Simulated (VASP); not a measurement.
**P: relaxation of cell and atoms with PBE**

P:

```
P
1.0
    -1.56127    1.56127    1.56127
     1.56127   -1.56127    1.56127
     1.56127    1.56127   -1.56127
P
1
Direct
  0.00000 0.00000 0.00000
```

- Program: VASP 6.6.1
- Task: relaxation of cell and atoms
- Functional: PBE
- Potentials or basis: VASP PAW PBE potentials, release 64 (P)
- Cutoff: 600 eV
- k mesh: 14 × 14 × 14
- Occupations: fermi-dirac, width 0.1 eV
- Spin: no spin polarisation
- Dipole correction: no
- Further INCAR settings: ALGO = Normal; EDIFF = 1e-06; IBRION = 2; EDIFFG = -0.01; NSW = 80; ISIF = 3

```yaml
Relaxed_volume: 14.20 Å³/atom
Relaxed_cell: a = 2.642 Å, b = 2.642 Å, c = 2.642 Å, α = 109.47°, β = 109.47°, γ = 109.47°
Space_group_after_relaxing_to_0.05_Å: Im-3m (No. 229)
Energy_gained_by_relaxing: 20.1 meV/atom
Ionic_steps: 3
Pressure_after_relaxing: 0.0 GPa
```

Step by step:
```csv
step,energy change (eV),largest force (eV/Å),pressure (GPa),volume (Å³)
1,0.0000,0.0000,-5.91,15.22
2,-0.0194,0.0000,1.30,14.02
3,-0.0201,0.0000,0.01,14.20
```

Final structure:
```xyz
1
Lattice="-1.5254 1.5254 1.5254 1.5254 -1.5254 1.5254 1.5254 1.5254 -1.5254" Properties=species:S:1:pos:R:3 pbc="T T T"
P     0.0000    0.0000    0.0000
```

Levels at points of the mesh, in eV from the Fermi level:
```tsv
k point	band 1	band 2	band 3	band 4	band 5	band 6
(0.00, 0.00, 0.00)	-16.46	7.21	7.21	7.21	12.01	12.01
(0.50, 0.00, 0.00)	-9.98	-7.87	2.47	5.30	7.37	8.25
(0.50, 0.50, 0.50)	-4.17	-2.60	-2.60	-2.60	2.41	2.41
```

Wall time 6 s on 1 thread of Intel(R) Xeon(R) 6975P-C (Granite Rapids), on a shared host, peak memory 0.13 GiB.
